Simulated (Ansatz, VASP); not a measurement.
# Two plane-wave programs on P

```
CELL_PARAMETERS angstrom
1.72276 0.99464 3.01061
-1.72276 0.99464 3.01061
0.00000 -1.98927 3.01061
ATOMIC_POSITIONS crystal
P 0.22990 0.22990 0.22990
P 0.77010 0.77010 0.77010
```

Alike in both runs: functional r2SCAN; dispersion D3(BJ); k mesh 15 × 15 × 15; occupations gaussian, width 0.1 eV; no spin polarisation.

Ansatz relaxed the structure, and its values are those at the end. VASP's run is a single point on that final structure, the one shown.

|  | VASP | Ansatz |
| --- | --- | --- |
| version | VASP 6.6.1 | Ansatz 0.2.0 |
| potentials or method | VASP PAW PBE potentials, release 64 (P), cutoff 520 eV | scalar-relativistic, plane waves, PAW |
| valence electrons in the cell | 10 | 10 |

```csv
,VASP,Ansatz,Ansatz less VASP
gap on the k mesh at the Fermi level (eV),none,none,-
pressure (GPa),-0.6,0.0,+0.58
rms of the force components (eV/Å),0.053,0.000,-0.0527
```

VASP's potentials were made for PBE, not for r2SCAN. A gap of «none» marks a metal or a gap that the smearing closes. Ansatz's warnings: dispersion damping borrowed.
